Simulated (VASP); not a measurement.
**GaP: electric field gradients with LDA**

Crystal: GaP.

```
Ga P
1.0
     0.00000    2.73430    2.73430
     2.73430    0.00000    2.73430
     2.73430    2.73430    0.00000
Ga P
1 1
Direct
  0.00000 0.00000 0.00000
  0.75000 0.75000 0.75000
```

This cell differs from its parent crystal: volume scaled by 1.01.

```yaml
Program: VASP 6.6.1
Task: electric field gradients
Functional: LDA
Potentials_or_basis: VASP PAW LDA potentials, release 64 (Ga_d, P)
Cutoff: 520 eV
k_mesh: 10 × 10 × 10
Occupations: fermi-dirac, width 0.05 eV
Spin: no spin polarisation
Dipole_correction: no
Further_INCAR_settings: ALGO = Normal; EDIFF = 1e-08; NBANDS = 16
```

```
Pressure               : -3.4 GPa
Band gap on the k mesh : 1.47 eV, indirect (least direct gap 1.56 eV)
```

Levels at points of the mesh, in eV from the valence-band top:
```
           k point  band 5  band 6  band 7  band 8  band 9  band 10  band 11  band 12  band 13  band 14
(0.00, 0.00, 0.00)  -14.59  -12.43    0.00    0.00    0.00     1.56     3.80     3.80     3.80     8.45
(0.50, 0.00, 0.00)  -14.58  -10.38   -6.65   -1.11   -1.11     1.49     4.63     4.63     8.03    10.57
(0.50, 0.50, 0.00)  -14.57   -9.48   -6.79   -2.67   -2.67     1.52     1.69    10.38    10.38    10.87
```

Wall time 33 s on 1 thread of AMD EPYC 7R43 64-Core Processor (Zen 3) (shared host), peak memory 0.13 GiB.

Caveat: without QUAD_EFG the Cq values of the log hold for a quadrupole moment of 1 mb, not for the nuclei. A k mesh can miss the band edges.
